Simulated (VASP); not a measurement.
# C6N in VASP: a series of runs

The runs below take C6N through relaxation of the atoms, with PBE+D3(BJ).

Everything below comes from runs of VASP 6.6.1. Logs are shortened: lines on timing, memory, paths and dates and some standing lists are left out, and cuts for length are marked.

### 1 The cell of the first run

The cell holds a slab with vacuum, 7 atoms: a = 2.465 Å, b = 2.465 Å, c = 25.738 Å, α = 90.00°, β = 90.00°, γ = 120.00°.

### 2 Relaxation of the atoms, PBE+D3(BJ)

The input, INCAR:

```
SYSTEM = C6N
PREC     = Accurate       ! precision mode
ENCUT    = 520            ! plane-wave cutoff, eV
EDIFF    = 1E-6           ! SCF threshold, eV
ISMEAR   = 0              ! smearing method
SIGMA    = 0.1            ! smearing width, eV
LREAL    = .False.        ! projectors in reciprocal space
LASPH    = .True.         ! aspherical terms in the spheres
NELM     = 60             ! most SCF steps
ALGO     = Normal         ! electronic algorithm
ISIF     = 2              ! what is computed and relaxed
LWAVE    = .False.        ! write WAVECAR
LCHARG   = .False.        ! write CHGCAR
LDIPOL   = .True.       
IDIPOL   = 3            
DIPOL    = 0.5 0.5 0.488
GGA      = PE             ! functional
IVDW     = 12             ! dispersion correction
IBRION   = 2              ! ionic algorithm
NSW      = 90             ! ionic steps
EDIFFG   = -0.03          ! ionic threshold
```

The input, KPOINTS:

```
regular mesh
0
Gamma
  12 12 1
  0 0 0
```

The input, POSCAR:

```
C6N
1.0
    2.4649796689      0.0000000000      0.0000000000
   -1.2324898345      2.1347350131      0.0000000000
    0.0000000000      0.0000000000     25.7384333923
C N
6 1
Selective dynamics
Direct
    0.0000000000      0.0000000000      0.3302454390  F F F
    0.3333333333      0.6666666667      0.3302454299  F F F
    0.0000000000      0.0000000000      0.4611476011  T T T
    0.6666666667      0.3333333333      0.4611475919  T T T
    0.0000000000      0.0000000000      0.5920497631  T T T
    0.3333333333      0.6666666667      0.5920497540  T T T
    0.0000000000      0.0000000000      0.6495513203  T T T
```

Potentials or basis: VASP PAW PBE potentials, release 64 (C, N).

Launch:

```console
$ cat potpaw_PBE.64/C/POTCAR potpaw_PBE.64/N/POTCAR > POTCAR
$ mpirun -np 1 vasp_std > vasp.out
```

OUTCAR:

```text
SYSTEM = C6N
   PREC = Accurate
   ENCUT = 520
   EDIFF = 1E-6
   ISMEAR = 0
   LREAL = .False.
   LASPH = .True.
   NELM = 60
   ISIF = 2
   GGA = PE
   IVDW = 12
   IBRION = 2
   NSW = 90
   EDIFFG = -0.03
 IVDW          = 12

 ion  position               nearest neighbor table
   1  0.000  0.000  0.330-   2 1.42   2 1.42   2 1.42
   2  0.333  0.667  0.330-   1 1.42   1 1.42   1 1.42
   3  0.000  0.000  0.461-   4 1.42   4 1.42   4 1.42
   4  0.667  0.333  0.461-   3 1.42   3 1.42   3 1.42
   5  0.000  0.000  0.592-   6 1.42   6 1.42   6 1.42   7 1.48
   6  0.333  0.667  0.592-   5 1.42   5 1.42   5 1.42
   7  0.000  0.000  0.650-   5 1.48

  LATTYP: Found a hexagonal cell.
 ALAT       =     2.4649796689
 C/A-ratio  =    10.4416412504

  Lattice vectors:

 A1 = (   2.4649796689,   0.0000000000,   0.0000000000)
 A2 = (  -1.2324898345,   2.1347350131,   0.0000000000)
 A3 = (   0.0000000000,   0.0000000000,  25.7384333923)

Analysis of symmetry for initial positions (statically):
=====================================================================
 Subroutine PRICEL returns:
 Original cell was already a primitive cell.

 Routine SETGRP: Setting up the symmetry group for a
 hexagonal supercell.

 Subroutine GETGRP returns: Found  6 space group operations
 (whereof  6 operations were pure point group operations)
 out of a pool of 24 trial point group operations.

The static configuration has the point symmetry C_3v.

Analysis of symmetry for dynamics (positions and initial velocities):
=====================================================================
 Subroutine PRICEL returns:
 Original cell was already a primitive cell.

 Routine SETGRP: Setting up the symmetry group for a
 hexagonal supercell.

 Subroutine GETGRP returns: Found  6 space group operations
 (whereof  6 operations were pure point group operations)
 out of a pool of 24 trial point group operations.

The dynamic configuration has the point symmetry C_3v.

Analysis of constrained symmetry for selective dynamics:
=====================================================================
 Subroutine PRICEL returns:
 Original cell was already a primitive cell.

 Routine SETGRP: Setting up the symmetry group for a
 hexagonal supercell.

 Subroutine GETGRP returns: Found  6 space group operations
 (whereof  6 operations were pure point group operations)
 out of a pool of 24 trial point group operations.

The constrained configuration has the point symmetry C_3v.

 Subroutine INISYM returns: Found  6 space group operations
 (whereof  6 operations are pure point group operations),
 and found     1 'primitive' translations

----------------------------------------------------------------------------------------

                                     Primitive cell

  volume of cell :     135.4377

  direct lattice vectors                    reciprocal lattice vectors
     2.464979669  0.000000000  0.000000000     0.405682859  0.234221108  0.000000000
    -1.232489834  2.134735013  0.000000000     0.000000000  0.468442216  0.000000000
     0.000000000  0.000000000 25.738433392     0.000000000  0.000000000  0.038852404

  length of vectors
     2.464979669  2.464979669 25.738433392     0.468442216  0.468442216  0.038852404

  position of ions in fractional coordinates (direct lattice)
     0.000000000  0.000000000  0.330245439
     0.333333333  0.666666667  0.330245430
     0.000000000  0.000000000  0.461147601
     0.666666667  0.333333333  0.461147592
     0.000000000  0.000000000  0.592049763
     0.333333333  0.666666667  0.592049754
     0.000000000  0.000000000  0.649551320

  ion indices of the primitive-cell ions
   primitive index   ion index
                 1           1
                 2           2
                 3           3
                 4           4
                 5           5
                 6           6
                 7           7

----------------------------------------------------------------------------------------

 KPOINTS: regular mesh

Automatic generation of k-mesh.
 Grid dimensions read from file:
 generate k-points for:   12   12    1

 Generating k-lattice:

  Cartesian coordinates                     Fractional coordinates (reciprocal lattice)
     0.033806905  0.019518426  0.000000000     0.083333333 -0.000000000  0.000000000
     0.000000000  0.039036851  0.000000000     0.000000000  0.083333333  0.000000000
     0.000000000  0.000000000  0.038852404     0.000000000  0.000000000  1.000000000

  Length of vectors
     0.039036851  0.039036851  0.038852404

  Shift w.r.t. Gamma in fractional coordinates (k-lattice)
     0.000000000  0.000000000  0.000000000

 Subroutine IBZKPT returns following result:
 ===========================================

 Found     19 irreducible k-points:

 Following reciprocal coordinates:
            Coordinates               Weight
  0.000000  0.000000  0.000000      1.000000
  0.083333  0.000000  0.000000      6.000000
  0.166667 -0.000000  0.000000      6.000000
  0.250000 -0.000000  0.000000      6.000000
  0.333333 -0.000000  0.000000      6.000000
  0.416667  0.000000  0.000000      6.000000
[... 11 lines left out ...]
  0.333333  0.250000  0.000000     12.000000
  0.333333  0.333333  0.000000      2.000000
   k-points           NKPTS =     19   k-points in BZ     NKDIM =     19   number of bands    NBANDS=     18
   number of dos      NEDOS =    301   number of ions     NIONS =      7
   total plane-waves  NPLWV =  62208
   dimension x,y,z NGX =    18 NGY =   18 NGZ =  192
   dimension x,y,z NGXF=    36 NGYF=   36 NGZF=  384
   ions per type =               6   1
   NGX,Y,Z   is equivalent  to a cutoff of  12.14, 12.14, 12.40 a.u.
   NGXF,Y,Z  is equivalent  to a cutoff of  24.28, 24.28, 24.80 a.u.
 SYSTEM =  C6N
   PREC   = accura    normal or accurate (medium, high low for compatibility)
   ISTART =      0    job   : 0-new  1-cont  2-samecut
   ICHARG =      2    charge: 1-file 2-atom 10-const
   ISPIN  =      1    spin polarized calculation?
   LNONCOLLINEAR =      F non collinear calculations
   LSORBIT =      F    spin-orbit coupling
   LASPH  =      T    aspherical Exc in radial PAW
   ENCUT  =  520.0 eV  38.22 Ry    6.18 a.u.   4.58  4.58 47.86*2*pi/ulx,y,z
   NELM   =     60;   NELMIN=  2; NELMDL= -5     # of ELM steps
   EDIFF  = 0.1E-05   stopping-criterion for ELM
   LREAL  =      F    real-space projection
   EDIFFG = -.3E-01   stopping-criterion for IOM
   NSW    =     90    number of steps for IOM
   IBRION =      2    ionic relax: 0-MD 1-quasi-New 2-CG
   NFREE  =      1    steps in history (QN), initial steepest desc. (CG)
   ISIF   =      2    stress and relaxation
   ISYM   =      2    0-nonsym 1-usesym 2-fastsym
   POTIM  = 0.5000    time-step for ionic-motion
   TEBEG  =    0.0;   TEEND  =   0.0 temperature during run
   PSTRESS=    0.0 pullay stress
   NELECT =      29.0000    total number of electrons
   NUPDOWN=      -1.0000    fix difference up-down
   EMIN   =  10.00;   EMAX   =-10.00  energy-range for DOS
   EFERMI =   0.00;   METHOD = LEGACY
   ISMEAR =     0;   SIGMA  =   0.10  broadening in eV -4-tet -1-fermi 0-gaus
   EFERMI_NEDOS =   21; number of points for ismear=-14 and -15
   IALGO  =     38    algorithm
   IMIX   =      4    mixing-type and parameters
     AMIX     =   0.40;   BMIX     =  1.00
     AMIX_MAG =   1.60;   BMIX_MAG =  1.00
  volume/ion in A,a.u.               =      19.35       130.57
  Fermi-wavevector in a.u.,A,eV,Ry     =   0.979402  1.850802 13.051095  0.959228
  Thomas-Fermi vector in A             =   2.110252
   LORBIT       =      0    0 simple, 1 ext, 2 COOP (PROOUT), +10 PAW based schemes
   GGA     = PE    functional components
   LHFCALC =     F    Hartree Fock is set to
   AEXX    =    0.0000 exact exchange contribution
   IVDW    =    12    specifies the selected vdW correction
   LEPSILON=     F    determine dielectric tensor
   LRPA    =     F    only Hartree local field effects (RPA)
 conjugate gradient relaxation of ions
 non-spin polarized calculation
 Gauss-broadening in eV      SIGMA  =   0.10
  energy-cutoff  :      520.00
  volume of cell :      135.44
 maximum number of plane-waves:      3696
   NGX =  9   NGY =  9   NGZ = 95

 dipolmoment           0.000000      0.000000     -0.049516 electrons x Angstroem

--------------------------------------- Ionic step        1  -------------------------------------------

 number of electron      28.9999992 magnetization

 Free energy of the ion-electron system (eV)
  ---------------------------------------------------
  ext. energy  EPLUGINS =         0.00000000
  ---------------------------------------------------
  free energy    TOTEN  =       -58.21498854 eV

  energy without entropy =      -58.20911572  energy(sigma->0) =      -58.21205213

------------------------ aborting loop because EDIFF is reached ----------------------------------------

 Edisp (eV)   -0.91303

 E8    (eV) :    -0.2646

  FORCE on cell =-STRESS in cart. coord.  units (eV):
  Direction    XX          YY          ZZ          XY          YZ          ZX
  --------------------------------------------------------------------------------------
  -------------------------------------------------------------------------------------
  Total       4.53869     4.53869     2.78753    -0.00000     0.00000     0.00000
  in kB      53.69102    53.69102    32.97540    -0.00000     0.00000     0.00000
  external pressure =       46.79 kB  Pullay stress =        0.00 kB
[... 341 lines left out ...]
  energy  without entropy=      -59.6254832860  energy(sigma->0) =      -59.62924241

--------------------------------------- Ionic step        9  -------------------------------------------

 number of electron      28.9999991 magnetization

 dipolmoment           0.000000      0.000000      0.074531 electrons x Angstroem

 Free energy of the ion-electron system (eV)
  ---------------------------------------------------
  ext. energy  EPLUGINS =         0.00000000
  ---------------------------------------------------
  free energy    TOTEN  =       -58.69681497 eV

  energy without entropy =      -58.68935914  energy(sigma->0) =      -58.69308706

 E-fermi :  -0.9522     XC(G=0):  -5.0409

 val. band max:       -0.9584054085   @ k =   0.3333   0.3333   0.0000
 cond. band min:      -0.9451565729   @ k =   0.3333   0.0833   0.0000
 fundamental gap:      0.0132488356
 Fermi energy:        -0.9521512165

 k-point     1 :       0.0000    0.0000    0.0000
  band No.  band energies     occupation
      1     -22.9583      2.00000
      2     -20.5615      2.00000
      3     -20.4149      2.00000
      4     -16.6344      2.00000
      5      -9.1933      2.00000
      6      -8.5581      2.00000
[... 10 lines left out ...]
     17       2.6389      0.00000
     18       3.9930      0.00000
[... 363 lines left out ...]
      4     -13.5641      2.00000
      5     -13.5448      2.00000
      6     -13.5119      2.00000
[... 10 lines left out ...]
     17      -0.6473      0.00002
     18      -0.4256      0.00000

------------------------ aborting loop because EDIFF is reached ----------------------------------------

 vacuum level on the upper side and lower side of the slab       (xc-potential included)         1.239        -1.287

 Edisp (eV)   -0.93630

 E8    (eV) :    -0.2715

  FORCE on cell =-STRESS in cart. coord.  units (eV):
  Direction    XX          YY          ZZ          XY          YZ          ZX
  --------------------------------------------------------------------------------------
  -------------------------------------------------------------------------------------
  Total       2.65190     2.65190    -0.08330    -0.00000     0.00000     0.00000
  in kB      31.37099    31.37099    -0.98537    -0.00000     0.00000     0.00000
  external pressure =       20.59 kB  Pullay stress =        0.00 kB
[... 22 lines left out ...]
  FREE ENERGIE OF THE ION-ELECTRON SYSTEM (eV)
  ---------------------------------------------------
  free  energy   TOTEN  =       -59.6331151446 eV

  energy  without entropy=      -59.6256593122  energy(sigma->0) =      -59.62938723

 reached required accuracy - stopping structural energy minimisation

 vacuum level on the upper side and lower side of the slab         5.856         3.275
```

Wall time 4.1 min (1 thread of Intel Xeon Platinum 8488C (Sapphire Rapids), shared host); peak memory 0.26 GiB.

What came out:

```yaml
Free_energy: -59.6331 eV
Energy_gained_by_relaxing: 72.2 meV/atom
Ionic_steps: 9
Band_gap_on_the_k_mesh: zero (an odd number of electrons rules out a gap without spin polarisation)
Dispersion_energy_per_atom: -0.134 eV
```

The path:
```tsv
step	energy change (eV)	largest force on free atoms (eV/Å)	pressure (GPa)
1	0.0000	2.8417	4.68
2	-0.4092	1.3547	2.45
3	-0.4456	1.0604	1.17
4	-0.4478	1.1399	1.44
5	-0.4991	0.4173	1.67
6	-0.5002	0.3734	1.63
7	-0.5044	0.1725	2.21
8	-0.5050	0.0628	2.06
9	-0.5051	0.0097	2.06
```

Final structure:
```cif
data_structure
_symmetry_space_group_name_H-M 'P 1'
_symmetry_Int_Tables_number 1
_cell_length_a 2.4650
_cell_length_b 2.4650
_cell_length_c 25.7384
_cell_angle_alpha 90.000
_cell_angle_beta 90.000
_cell_angle_gamma 120.000
_cell_volume 135.44
loop_
_atom_site_label
_atom_site_type_symbol
_atom_site_fract_x
_atom_site_fract_y
_atom_site_fract_z
_atom_site_occupancy
C1 C 0.00000 0.00000 0.33025 1
C2 C 0.33333 0.66667 0.33025 1
C3 C 0.00000 0.00000 0.46116 1
C4 C 0.66667 0.33333 0.46122 1
C5 C 0.00000 0.00000 0.59641 1
C6 C 0.33333 0.66667 0.58401 1
N1 N 0.00000 0.00000 0.65314 1
```

### 3 Relaxation of the atoms, PBE+D3(BJ)

The input, INCAR:

```
PREC = Accurate
ENCUT = 520
EDIFF = 1E-7
ISMEAR = 0
SIGMA = 0.1
LREAL = F
LASPH = T
NELM = 80
ALGO = Normal
ISIF = 2
LWAVE = F
LCHARG = F
LDIPOL = T
IDIPOL = 3
DIPOL = 0.5 0.5 0.482
GGA = PE
IVDW = 12
IBRION = 2
NSW = 90
EDIFFG = -0.03
```

The input, KPOINTS:

```
Automatic mesh
0
Gamma
  12 12 1
```

POSCAR, as its differences from that of step 2:

```diff
@@ -15,2 +15,2 @@
     0.3333333333      0.6666666667      0.5920497540  T T T
-    0.0000000000      0.0000000000      0.6495513203  T T T
+    0.6666666667      0.3333333333      0.6068136764  T T T
```

Potentials or basis: VASP PAW PBE potentials, release 64 (C, N).

Launch:

```console
$ cat potpaw_PBE.64/C/POTCAR potpaw_PBE.64/N/POTCAR > POTCAR
$ mpirun -np 1 vasp_std > vasp.out
```

It took 37 min on 1 thread of Intel Xeon Platinum 8488C (Sapphire Rapids), shared host; peak memory 0.27 GiB.

It converged, with:

* Free energy: -59.1637 eV
* Energy gained by relaxing: 1717.7 meV/atom
* Ionic steps: 66
* Band gap on the k mesh: zero (an odd number of electrons rules out a gap without spin polarisation)
* Dispersion energy per atom: -0.125 eV

The path:
```
step  energy change (eV)  largest force on free atoms (eV/Å)  pressure (GPa)
   1              0.0000                             15.5781           27.59
   3            -10.8379                              2.1721            2.31
   5            -11.5967                              0.9856           -1.21
   7            -11.6996                              0.6581           -1.45
   9            -11.7884                              1.1443           -1.91
  11            -11.9072                              0.3457           -2.16
  13            -11.9310                              0.2856           -2.26
  15            -11.9410                              0.2318           -2.31
  17            -11.9501                              0.1659           -2.38
  19            -11.9579                              0.2665           -2.44
  21            -11.9667                              0.1955           -2.50
  23            -11.9716                              0.2771           -2.55
  25            -11.9816                              0.1951           -2.63
  27            -11.9824                              0.2538           -2.65
  29            -11.9842                              0.1524           -2.66
  31            -11.9887                              0.1625           -2.69
  33            -11.9919                              0.3484           -2.72
  35            -11.9962                              0.1749           -2.74
  37            -11.9972                              0.1478           -2.76
  39            -11.9988                              0.1216           -2.77
  41            -11.9993                              0.1884           -2.78
  43            -12.0012                              0.1499           -2.79
  45            -12.0054                              0.2622           -2.84
  47            -12.0089                              0.2099           -2.88
  49            -12.0130                              0.2197           -2.93
  51            -12.0161                              0.1658           -2.96
  53            -12.0195                              0.2093           -3.01
  55            -12.0213                              0.0836           -3.02
  57            -12.0219                              0.1173           -3.03
  59            -12.0230                              0.0975           -3.04
  61            -12.0231                              0.1371           -3.05
  63            -12.0239                              0.0579           -3.06
  65            -12.0240                              0.0440           -3.06
  66            -12.0241                              0.0268           -3.06
```

Final structure:
```cif
data_structure
_symmetry_space_group_name_H-M 'P 1'
_symmetry_Int_Tables_number 1
_cell_length_a 2.4650
_cell_length_b 2.4650
_cell_length_c 25.7384
_cell_angle_alpha 90.000
_cell_angle_beta 90.000
_cell_angle_gamma 120.000
_cell_volume 135.44
loop_
_atom_site_label
_atom_site_type_symbol
_atom_site_fract_x
_atom_site_fract_y
_atom_site_fract_z
_atom_site_occupancy
C1 C 0.00000 0.00000 0.33025 1
C2 C 0.33333 0.66667 0.33025 1
C3 C 0.00000 0.00000 0.46956 1
C4 C 0.66667 0.33333 0.46956 1
C5 C 0.00000 0.00000 0.60338 1
C6 C 0.33333 0.66667 0.60334 1
N1 N 0.66667 0.33333 0.73694 1
```

Levels at points of the mesh, in eV from the Fermi level:
```tsv
k point	band 11	band 12	band 13	band 14	band 15	band 16	band 17	band 18
(0.00, 0.00, 0.00)	-2.93	-2.26	-2.26	-1.95	2.70	2.70	3.55	4.83
(0.50, 0.00, 0.00)	-3.48	-2.45	-2.20	-1.52	0.19	1.47	1.63	1.89
```

The gap in the log of VASP goes by the Fermi energy; the results here count the filled bands.